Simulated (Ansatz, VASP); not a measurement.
Two plane-wave programs on CsSnI3

```xyz
5
Lattice="6.3919 0.0000 0.0000 0.0000 6.3919 0.0000 0.0000 0.0000 6.2988" Properties=species:S:1:pos:R:3 pbc="T T T"
Cs    0.0000    0.0000    0.0000
Sn    3.1959    3.1959    3.1494
I     0.0000    3.1959    3.1494
I     3.1959    0.0000    3.1494
I     3.1959    3.1959    0.0000
```

Change from the starting cell: strain +0.030 along x and y, +0.015 along z, atoms carried along.

Alike in both runs: task single point; functional PBE; k mesh 6 × 6 × 6; occupations gaussian, width 0.03 eV; no spin polarisation.

```csv
,VASP,Ansatz
version,VASP 6.6.1,Ansatz 0.2.0
potentials or method,"VASP PAW PBE potentials, release 64 (Cs_sv, Sn_d, I), cutoff 520 eV","scalar-relativistic, plane waves, PAW"
valence electrons in the cell,44,74
```

```tsv
	VASP	Ansatz	Ansatz less VASP
gap on the k mesh at the Fermi level (eV)	0.59	0.59	+0.005
least direct gap on the mesh (eV)	0.59	0.59	+0.005
pressure (GPa)	-0.5	-0.5	0.00
traceless stress, the component that is largest in VASP (GPa)	0.26	0.26	0.000
```

VASP's potentials hold 44 valence electrons a cell and Ansatz's 74, so a difference there can come from the potentials and not from the codes.

Neither program's run includes spin-orbit coupling.
